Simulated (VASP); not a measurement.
Wanted: the native input for a VASP 6.6.1 run.

* Task: single point
* Functional: r2SCAN
* Potentials or basis: VASP PAW PBE potentials, release 64 (Sn_d)
* Cutoff: 520 eV
* k mesh: 16 × 16 × 16
* Occupations: gaussian, width 0.15 eV
* Spin: no spin polarisation
* Dipole correction: no
* Further INCAR settings: ALGO = Normal; EDIFF = 1e-06; NBANDS = 21

The system is Sn.

```
Sn
1.0
    -2.89604    2.89604    1.59930
     2.89604   -2.89604    1.59930
     2.89604    2.89604   -1.59930
Sn
2
Direct
  0.75000 0.25000 0.50000
  0.00000 0.00000 0.00000
```

This cell differs from its parent crystal: strain -0.0150 x Voigt [1, 1, 0, 0, 0, 0].

The input as run:

POSCAR

```
Sn
1.0
   -2.8960383485      2.8960383485      1.5993019889
    2.8960383485     -2.8960383485      1.5993019889
    2.8960383485      2.8960383485     -1.5993019889
Sn
2
Direct
    0.7500000000      0.2500000000      0.5000000000
    0.0000000000      0.0000000000      0.0000000000
```

INCAR.step1

```
  PREC = Accurate
  ENCUT = 520
  ISMEAR = 0
  SIGMA = 0.15
  LREAL = False
  LASPH = True
  NELM = 100
  NBANDS = 21
  GGA = PE
  ALGO = Normal
  EDIFF = 1E-4
  LWAVE = True
  LCHARG = False
```

INCAR.step2

```
  PREC = Accurate
  ENCUT = 520
  EDIFF = 1E-6
  ISMEAR = 0
  SIGMA = 0.15
  LREAL = False
  LASPH = True
  NELM = 100
  ALGO = Normal
  ISIF = 2
  LWAVE = False
  LCHARG = True
  METAGGA = R2SCAN
  LMIXTAU = True
  LELF = True
  LVHAR = True
  NBANDS = 21
  ISTART = 1
```

KPOINTS

```
Automatic mesh
0
Gamma
  16 16 16
```

Potentials or basis: VASP PAW PBE potentials, release 64 (Sn_d).

Command:

```console
$ cat potpaw_PBE.64/Sn_d/POTCAR > POTCAR
$ cp INCAR.step1 INCAR
$ mpirun -np 1 vasp_std > vasp.out
$ cp INCAR.step2 INCAR
$ mpirun -np 1 vasp_std > vasp.out
```

It gave:

| Property | Result |
| --- | --- |
| Pressure | 1.7 GPa |
| Band gap on the k mesh | zero (band 14 reaches 9.89 eV, above the bottom of band 15 at 5.15 eV) |

Caveat: the cell differs from its parent crystal (strain -0.0150 x Voigt [1, 1, 0, 0, 0, 0]); the PAW data sets were made with another functional, which shifts forces and pressure a little; spin-orbit coupling is left out, which moves the levels of the heavy elements.

Wall time 9.8 min on 1 thread of Intel(R) Xeon(R) 6975P-C (Granite Rapids), on a shared host, peak memory 0.44 GiB.
